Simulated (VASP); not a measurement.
# TiB2 in VASP: single point with PBE+D3(BJ)

Aim: the single point of TiB2 with PBE+D3(BJ).

Everything below comes from runs of VASP 6.6.1. Logs are shortened: lines on timing, memory, paths and dates and some standing lists are left out, and cuts for length are marked.

## 1. The cell of the first run

The cell holds a slab with vacuum, 36 atoms: a = 6.007 Å, b = 6.363 Å, c = 22.937 Å, α = 90.00°, β = 90.00°, γ = 90.00°.

## 2. Single point, PBE+D3(BJ)

The input, INCAR:

```
PREC = Accurate
ENCUT = 520
EDIFF = 1E-6
ISMEAR = 0
SIGMA = 0.1
LREAL = Auto
LASPH = True
NELM = 100
ALGO = Normal
ISIF = 2
LWAVE = False
LCHARG = False
LDIPOL = True
IDIPOL = 3
DIPOL = 0.5 0.5 0.501
GGA = PE
IVDW = 12
NBANDS = 132
```

The input, KPOINTS:

```
Automatic mesh
0
Gamma
  3 3 1
```

The input, POSCAR:

```
TiB2
1.0
    6.0074565210      0.0000000000      0.0000000000
    0.0000000000      6.3633101418      0.0000000000
    0.0000000000      0.0000000000     22.9368132791
B Ti
24 12
Direct
    0.5000000000      0.2500000000      0.3487842841
    0.5000000000      0.7500000000      0.3487842841
    0.0000000000      0.2500000000      0.3487842841
    0.0000000000      0.7500000000      0.3487842841
    0.5000000000      0.2500000000      0.4243921421
    0.5000000000      0.7500000000      0.4243921421
    0.0000000000      0.2500000000      0.4243921421
    0.0000000000      0.7500000000      0.4243921421
    0.7500000000      0.2500000000      0.4621960710
    0.7500000000      0.7500000000      0.4621960710
    0.2500000000      0.2500000000      0.4621960710
    0.2500000000      0.7500000000      0.4621960710
    0.7500000000      0.2500000000      0.5386069179
    0.7500000000      0.7500000000      0.5386069179
    0.2500000000      0.2500000000      0.5386069179
    0.2500000000      0.7500000000      0.5386069179
    0.0000000000      0.2500000000      0.5763589852
    0.0000000000      0.7500000000      0.5763589852
    0.5000000000      0.2500000000      0.5763589852
    0.5000000000      0.7500000000      0.5763589852
    0.0000000000      0.2500000000      0.6496735028
    0.0000000000      0.7500000000      0.6496735028
    0.5000000000      0.2500000000      0.6496735028
    0.5000000000      0.7500000000      0.6496735028
    0.2500000000      0.0000000000      0.3865882131
    0.2500000000      0.5000000000      0.3865882131
    0.7500000000      0.0000000000      0.3865882131
    0.7500000000      0.5000000000      0.3865882131
    0.5000000000      0.0000000000      0.5006558028
    0.5000000000      0.5000000000      0.5006558028
    0.0000000000      0.0000000000      0.5006558028
    0.0000000000      0.5000000000      0.5006558028
    0.7500000000      0.0000000000      0.6176342520
    0.7500000000      0.5000000000      0.6176342520
    0.2500000000      0.0000000000      0.6176342520
    0.2500000000      0.5000000000      0.6176342520
```

Potentials or basis: VASP PAW PBE potentials, release 64 (B, Ti_sv).

Command:

```sh
$ cat potpaw_PBE.64/B/POTCAR potpaw_PBE.64/Ti_sv/POTCAR > POTCAR
$ mpirun -np 1 vasp_std > vasp.out
```

OUTCAR:

```text
PREC = Accurate
   ENCUT = 520
   EDIFF = 1E-6
   ISMEAR = 0
   LREAL = Auto
   LASPH = True
   NELM = 100
   ISIF = 2
   GGA = PE
   IVDW = 12
 IVDW          = 12

 ion  position               nearest neighbor table
   1  0.500  0.250  0.349-   5 1.73  25 2.35  26 2.35  27 2.35  28 2.35
   2  0.500  0.750  0.349-   6 1.73  25 2.35  26 2.35  27 2.35  28 2.35
   3  0.000  0.250  0.349-   7 1.73  25 2.35  26 2.35  27 2.35  28 2.35
   4  0.000  0.750  0.349-   8 1.73  25 2.35  26 2.35  27 2.35  28 2.35
   5  0.500  0.250  0.424-   9 1.73  11 1.73   1 1.73  25 2.35  26 2.35  27 2.35  28 2.35  29 2.36
                            30 2.36
   6  0.500  0.750  0.424-  10 1.73  12 1.73   2 1.73  25 2.35  26 2.35  27 2.35  28 2.35  29 2.36
                            30 2.36
   7  0.000  0.250  0.424-   9 1.73  11 1.73   3 1.73  25 2.35  26 2.35  27 2.35  28 2.35  31 2.36
                            32 2.36
   8  0.000  0.750  0.424-  10 1.73  12 1.73   4 1.73  25 2.35  26 2.35  27 2.35  28 2.35  31 2.36
                            32 2.36
   9  0.750  0.250  0.462-   5 1.73   7 1.73  13 1.75  27 2.35  28 2.35  29 2.36  30 2.36  31 2.36
                            32 2.36
  10  0.750  0.750  0.462-   6 1.73   8 1.73  14 1.75  27 2.35  28 2.35  29 2.36  30 2.36  31 2.36
                            32 2.36
  11  0.250  0.250  0.462-   5 1.73   7 1.73  15 1.75  25 2.35  26 2.35  29 2.36  30 2.36  31 2.36
[... 55 lines left out ...]
 A1 = (   6.0074565210,   0.0000000000,   0.0000000000)
 A2 = (   0.0000000000,   6.3633101418,   0.0000000000)
 A3 = (   0.0000000000,   0.0000000000,  22.9368132791)

Analysis of symmetry for initial positions (statically):
=====================================================================
 Subroutine PRICEL returns following result:

  LATTYP: Found a simple orthorhombic cell.
 ALAT       =     3.0037282605
 B/A-ratio  =     1.0592353219
 C/A-ratio  =     7.6361146182

  Lattice vectors:

 A1 = (   3.0037282605,   0.0000000000,   0.0000000000)
 A2 = (   0.0000000000,   3.1816550709,   0.0000000000)
 A3 = (   0.0000000000,   0.0000000000,  22.9368132791)

   4 primitive cells build up your supercell.

 Routine SETGRP: Setting up the symmetry group for a
 simple orthorhombic supercell.

 Subroutine GETGRP returns: Found  4 space group operations
 (whereof  4 operations were pure point group operations)
 out of a pool of  8 trial point group operations.

The static configuration has the point symmetry C_2v.

Analysis of symmetry for dynamics (positions and initial velocities):
=====================================================================
 Subroutine PRICEL returns following result:

  LATTYP: Found a simple orthorhombic cell.
 ALAT       =     3.0037282605
[... 128 lines left out ...]
   IALGO  =     38    algorithm
   IMIX   =      4    mixing-type and parameters
     AMIX     =   0.40;   BMIX     =  1.00
     AMIX_MAG =   1.60;   BMIX_MAG =  1.00
  volume/ion in A,a.u.               =      24.36       164.36
  Fermi-wavevector in a.u.,A,eV,Ry     =   1.026259  1.939349 14.329769  1.053208
  Thomas-Fermi vector in A             =   2.160143
   LORBIT       =      0    0 simple, 1 ext, 2 COOP (PROOUT), +10 PAW based schemes
   GGA     = PE    functional components
   LHFCALC =     F    Hartree Fock is set to
   AEXX    =    0.0000 exact exchange contribution
   IVDW    =    12    specifies the selected vdW correction
   LEPSILON=     F    determine dielectric tensor
   LRPA    =     F    only Hartree local field effects (RPA)
 non-spin polarized calculation
 Gauss-broadening in eV      SIGMA  =   0.10
  energy-cutoff  :      520.00
  volume of cell :      876.81
 maximum number of plane-waves:     23651
 NGX is ok and might be reduce to    48
   NGX = 23   NGY = 23   NGZ = 85

 dipolmoment           0.000000      0.000000      0.000985 electrons x Angstroem

 number of electron     215.9999941 magnetization

 dipolmoment           0.000000      0.000000     -0.008003 electrons x Angstroem

 Free energy of the ion-electron system (eV)
  ---------------------------------------------------
  ext. energy  EPLUGINS =         0.00000000
  ---------------------------------------------------
  free energy    TOTEN  =      -270.04770704 eV

  energy without entropy =     -270.00105936  energy(sigma->0) =     -270.02438320

 E-fermi :  -0.1596     XC(G=0):  -5.3846

 val. band max:       -0.1945927846   @ k =   0.0000   0.0000   0.0000
 cond. band min:      -0.1535815648   @ k =   0.3333   0.3333   0.0000
 fundamental gap:      0.0410112197
 Fermi energy:        -0.1595868324

 k-point     1 :       0.0000    0.0000    0.0000
  band No.  band energies     occupation
      1     -56.8468      2.00000
      2     -56.8296      2.00000
      3     -56.8142      2.00000
      4     -56.7975      2.00000
      5     -56.6888      2.00000
      6     -56.6863      2.00000
[... 481 lines left out ...]
    119       1.6581      0.00000
    120       1.6973      0.00000
 [bands above 120 left out]

------------------------ aborting loop because EDIFF is reached ----------------------------------------

 vacuum level on the upper side and lower side of the slab       (xc-potential included)        -0.176        -0.148

 Edisp (eV)  -11.10671

 E8    (eV) :    -4.7737

  FORCE on cell =-STRESS in cart. coord.  units (eV):
  Direction    XX          YY          ZZ          XY          YZ          ZX
  --------------------------------------------------------------------------------------
  -------------------------------------------------------------------------------------
  Total     -17.24021   -21.88195    -2.09997     0.00000     0.00000     0.00000
  in kB     -31.50260   -39.98433    -3.83721     0.00000     0.00000     0.00000
  external pressure =      -25.11 kB  Pullay stress =        0.00 kB

 VOLUME and BASIS-vectors are now :
 -----------------------------------------------------------------------------
  energy-cutoff  :      520.00
  volume of cell :      876.81
      direct lattice vectors                 reciprocal lattice vectors
     6.007456521  0.000000000  0.000000000     0.166459798  0.000000000  0.000000000
     0.000000000  6.363310142  0.000000000     0.000000000  0.157150913  0.000000000
     0.000000000  0.000000000 22.936813279     0.000000000  0.000000000  0.043598036

 POSITION                                       TOTAL-FORCE (eV/Angst)
 -----------------------------------------------------------------------------------
      3.00373      1.59083      8.00000        -0.000000     -0.000000      0.974853
      3.00373      4.77248      8.00000         0.000000     -0.000000      0.974853
      0.00000      1.59083      8.00000         0.000000     -0.000000      0.974853
      0.00000      4.77248      8.00000         0.000000     -0.000000      0.974853
      3.00373      1.59083      9.73420         0.000000     -0.000000     -0.213761
      3.00373      4.77248      9.73420         0.000000     -0.000000     -0.213761
[... 28 lines left out ...]
      1.50186      0.00000     14.16656         0.000000     -0.000000      0.002825
      1.50186      3.18166     14.16656         0.000000     -0.000000      0.002825
 -----------------------------------------------------------------------------------
    total drift:                                0.000000      0.000000      0.177948

  FREE ENERGIE OF THE ION-ELECTRON SYSTEM (eV)
  ---------------------------------------------------
  free  energy   TOTEN  =      -281.1544141668 eV

  energy  without entropy=     -281.1077664842  energy(sigma->0) =     -281.13109033

 vacuum level on the upper side and lower side of the slab         5.312         5.338
```

OSZICAR:

```text
N       E                     dE             d eps       ncg     rms          rms(c)
DAV:   1     0.270377228642E+04    0.27038E+04   -0.10700E+05  1216   0.158E+03
DAV:   2     0.469183396772E+02   -0.26569E+04   -0.25795E+04  1204   0.496E+02
DAV:   3    -0.280168946989E+03   -0.32709E+03   -0.32231E+03  1564   0.174E+02
DAV:   4    -0.328210947524E+03   -0.48042E+02   -0.47860E+02  1704   0.518E+01
[... 19 lines left out ...]
DAV:  24    -0.270047635839E+03   -0.95415E-04   -0.69278E-06   904   0.647E-03    0.183E-03
DAV:  25    -0.270047676122E+03   -0.40283E-04   -0.18126E-06   912   0.238E-03    0.139E-03
DAV:  26    -0.270047700225E+03   -0.24103E-04   -0.10627E-06   824   0.283E-03    0.494E-04
DAV:  27    -0.270047706197E+03   -0.59722E-05   -0.23268E-07   728   0.120E-03    0.318E-04
DAV:  28    -0.270047707038E+03   -0.84052E-06   -0.45418E-08   672   0.547E-04
   1 F= -.28115441E+03 E0= -.28113109E+03  d E =-.466477E-01
```

It took 23 min on 1 thread of Intel Xeon Platinum 8488C (Sapphire Rapids), shared host; peak memory 0.92 GiB.

What came out:

- Free energy: -281.1544 eV
- Largest force: 1.042 eV/Å
- Band gap on the k mesh: zero (bands 108 and 109 overlap by 0.72 eV)
- Dispersion energy per atom: -0.309 eV

Forces on the atoms (eV/Å):
```
B    0.000  0.000  0.975
B    0.000  0.000  0.975
B    0.000  0.000  0.975
B    0.000  0.000  0.975
B    0.000  0.000 -0.214
B    0.000  0.000 -0.214
B    0.000  0.000 -0.214
B    0.000  0.000 -0.214
B    0.000  0.000  0.278
B    0.000  0.000  0.278
B    0.000  0.000  0.278
B    0.000  0.000  0.278
B    0.000  0.000 -0.008
B    0.000  0.000 -0.008
B    0.000  0.000 -0.008
B    0.000  0.000 -0.008
B    0.000  0.000 -0.003
B    0.000  0.000 -0.003
B    0.000  0.000 -0.003
B    0.000  0.000 -0.003
B    0.000  0.000  0.009
B    0.000  0.000  0.009
B    0.000  0.000  0.009
B    0.000  0.000  0.009
Ti   0.000  0.000 -1.042
Ti   0.000  0.000 -1.042
Ti   0.000  0.000 -1.042
Ti   0.000  0.000 -1.042
Ti   0.000  0.000  0.002
Ti   0.000  0.000  0.002
Ti   0.000  0.000  0.002
Ti   0.000  0.000  0.002
Ti   0.000  0.000  0.003
Ti   0.000  0.000  0.003
Ti   0.000  0.000  0.003
Ti   0.000  0.000  0.003
```

The gap in the log of VASP goes by the Fermi energy; the results here count the filled bands.